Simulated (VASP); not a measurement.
A run of VASP 6.6.1 is set up as follows.

The input INCAR:

```
ALGO     = Normal         # electronic algorithm
DIPOL    = 0.5 0.5 0.500
EDIFF    = 1E-6           # SCF threshold, eV
ENCUT    = 520            # plane-wave cutoff, eV
GGA      = PE             # functional
IDIPOL   = 3            
ISIF     = 2              # what is computed and relaxed
ISMEAR   = 0              # smearing method
IVDW     = 12             # dispersion correction
LASPH    = T              # aspherical terms in the spheres
LCHARG   = F              # write CHGCAR
LDIPOL   = T            
LREAL    = F              # projectors in reciprocal space
LWAVE    = F              # write WAVECAR
NBANDS   = 12             # bands
NELM     = 60             # most SCF steps
PREC     = Accurate       # precision mode
SIGMA    = 0.02           # smearing width, eV
```

KPOINTS

```
k-points
0
Gamma
  9 9 1
```

POSCAR

```
P
1.0
    3.0730000000      0.0000000000      0.0000000000
   -1.5365000000      2.6612960658      0.0000000000
    0.0000000000      0.0000000000     28.0000000000
P
2
Direct
    0.3333333333      0.6666666667      0.5095357143
    0.6666666667      0.3333333333      0.4904642857
```

Potentials or basis: VASP PAW PBE potentials, release 64 (P).

Command:

```console
$ cat potpaw_PBE.64/P/POTCAR > POTCAR
$ mpirun -np 1 vasp_std > vasp.out
```

Task: What does it give for the dispersion energy per atom?

Result: -0.249 eV.

Task: What does it give for the band gap on the k mesh?

Result: Zero (band 5 reaches -1.91 eV, above the bottom of band 6 at -3.56 eV).

Task: Estimate the largest force.

Result: 7.285 eV/Å.

Forces in eV/Å, atoms in the order of the input:
```
P    0.000  0.000  7.285
P    0.000  0.000 -7.285
```
